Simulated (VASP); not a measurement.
A run of VASP 6.6.1:

File INCAR:

```
PREC = Accurate
ENCUT = 520
EDIFF = 1E-7
ISMEAR = 0
SIGMA = 0.01
LREAL = F
LASPH = T
NELM = 60
ALGO = Normal
ISIF = 2
LWAVE = F
LCHARG = F
GGA = PE
NBANDS = 15
```

File KPOINTS:

```
Automatic mesh
0
Gamma
  8 8 8
```

File POSCAR:

```
CaO
1.0
    0.0000000000      2.4150560130      2.4150560130
    2.4150560130      0.0000000000      2.4150560130
    2.4150560130      2.4150560130      0.0000000000
Ca O
1 1
Direct
    0.0000000000      0.0000000000      0.0000000000
    0.5000000000      0.5000000000      0.5000000000
```

Potentials or basis: VASP PAW PBE potentials, release 64 (Ca_sv, O).

Launch:

```console
$ cat potpaw_PBE.64/Ca_sv/POTCAR potpaw_PBE.64/O/POTCAR > POTCAR
$ mpirun -np 1 vasp_std > vasp.out
```

Hardware: 1 thread of Intel(R) Xeon(R) Platinum 8375C CPU @ 2.90GHz (Ice Lake) (shared host).

**Question.** Estimate the wall time of this run.

**Answer.** Run time: 18 s on 1 thread of Intel(R) Xeon(R) Platinum 8375C CPU @ 2.90GHz (Ice Lake) (shared host), peak memory 0.16 GiB. Counts: scf iterations 14, k points 29.
